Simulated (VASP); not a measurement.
Here is a VASP 6.6.1 calculation.

The input INCAR:

```
PREC = Accurate
ENCUT = 520
EDIFF = 1E-6
ISMEAR = 0
SIGMA = 0.15
LREAL = False
LASPH = True
NELM = 60
ALGO = Fast
ISIF = 2
LWAVE = False
LCHARG = False
GGA = PE
NBANDS = 28
```

KPOINTS

```
Automatic mesh
0
Gamma
  15 15 6
```

File POSCAR:

```
Ti3Al
1.0
    2.9297375378      0.0000000000      0.0000000000
   -1.4648687689      2.5372271341      0.0000000000
    0.0000000000      0.0000000000      9.2315308735
Ti Al
3 1
Direct
    0.5838001940      0.2445356073      0.0000000000
    0.3594974130      0.6947034674      0.7504575700
    0.3594974130      0.6947034674      0.2495424300
    0.7208436162      0.3913880539      0.5000000000
```

Potentials or basis: VASP PAW PBE potentials, release 64 (Ti_sv, Al).

Command:

```bash
$ cat potpaw_PBE.64/Ti_sv/POTCAR potpaw_PBE.64/Al/POTCAR > POTCAR
$ mpirun -np 1 vasp_std > vasp.out
```

(1) Predict the pressure.

(2) Predict the largest force.

Answers

(1) -0.3 GPa.

(2) 0.490 eV/Å.

Caveat: the cell differs from its parent crystal (atoms displaced along a vibrational mode).
